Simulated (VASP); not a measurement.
# Ga3O4: single point with PBE

Ga3O4:

```
Ga O
1.0
     4.56939    0.00000    0.00000
     0.00000    4.56939    0.00000
     0.00000    0.00000    4.56939
Ga O
3 4
Direct
  0.00000 0.00000 0.50000
  0.50000 0.00000 0.00000
  0.00000 0.50000 0.00000
  0.76715 0.76715 0.76715
  0.23285 0.23285 0.76715
  0.23285 0.76715 0.23285
  0.76715 0.23285 0.23285
```

The cell was built from a structure type or drawn by symmetry, and may not be a known phase.

* Program: VASP 6.6.1
* Task: single point
* Functional: PBE
* Potentials or basis: VASP PAW PBE potentials, release 64 (Ga_d, O)
* Cutoff: 520 eV
* k mesh: 8 × 8 × 8
* Occupations: gaussian, width 0.1 eV
* Spin: no spin polarisation
* Dipole correction: no
* Further INCAR settings: ALGO = Normal; EDIFF = 1e-06; NBANDS = 40

```yaml
Pressure: 0.6 GPa
Largest_force: 0.031 eV/Å
Band_gap_on_the_k_mesh: zero (an odd number of electrons rules out a gap without spin polarisation)
```

Forces in eV/Å, atoms in the order of the input:
```
Ga   0.000  0.000  0.000
Ga   0.000  0.000  0.000
Ga   0.000  0.000  0.000
O   -0.018 -0.018 -0.018
O    0.018  0.018 -0.018
O    0.018 -0.018  0.018
O   -0.018  0.018  0.018
```

Levels at points of the mesh, in eV from the Fermi level:
```tsv
k point	band 27	band 28	band 29	band 30	band 31	band 32	band 33	band 34	band 35	band 36
(0.00, 0.00, 0.00)	-5.95	-5.95	-4.10	-4.10	-4.10	-2.82	1.55	1.55	1.55	3.78
(0.50, 0.00, 0.00)	-5.81	-5.81	-4.88	-4.30	-4.30	-0.10	0.77	3.53	3.53	3.96
(0.50, 0.50, 0.00)	-5.82	-5.31	-4.78	-4.18	-4.18	1.57	1.57	1.74	3.45	4.48
(0.50, 0.50, 0.50)	-5.33	-5.33	-4.10	-4.10	-4.10	0.72	0.72	0.72	4.45	4.45
```

It took 73 s on 1 thread of Intel(R) Xeon(R) 6975P-C (Granite Rapids) (shared host), peak memory 0.25 GiB.

Caveat: an odd number of electrons without spin polarisation forces a metal; a magnetic or distorted state may lie lower.
